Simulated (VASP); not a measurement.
Here is a VASP 6.6.1 calculation.

INCAR

```
  PREC = Accurate
  ENCUT = 500
  EDIFF = 1E-6
  ISMEAR = -1
  SIGMA = 0.15
  LREAL = F
  LASPH = T
  NELM = 120
  ALGO = Normal
  ISIF = 2
  LWAVE = F
  LCHARG = F
  GGA = CA
  NBANDS = 16
  GGA_COMPAT = F
```

The input KPOINTS:

```
Automatic mesh
0
Gamma
  6 6 6
```

File POSCAR:

```
YSe
1.0
    0.0000000000      2.8515000000      2.8515000000
    2.8515000000      0.0000000000      2.8515000000
    2.8515000000      2.8515000000      0.0000000000
Y Se
1 1
Direct
    0.5000000000      0.5000000000      0.5000000000
    0.0000000000      0.0000000000      0.0000000000
```

Potentials or basis: VASP PAW LDA potentials, release 64 (Y_sv, Se).

Command:

```console
$ cat potpaw_LDA.64/Y_sv/POTCAR potpaw_LDA.64/Se/POTCAR > POTCAR
$ mpirun -np 1 vasp_std > vasp.out
```

(1) What does it give for the band gap on the k mesh?

(2) What does it give for the pressure?

## Answers

(1) zero (an odd number of electrons rules out a gap without spin polarisation).

(2) -2.6 GPa.
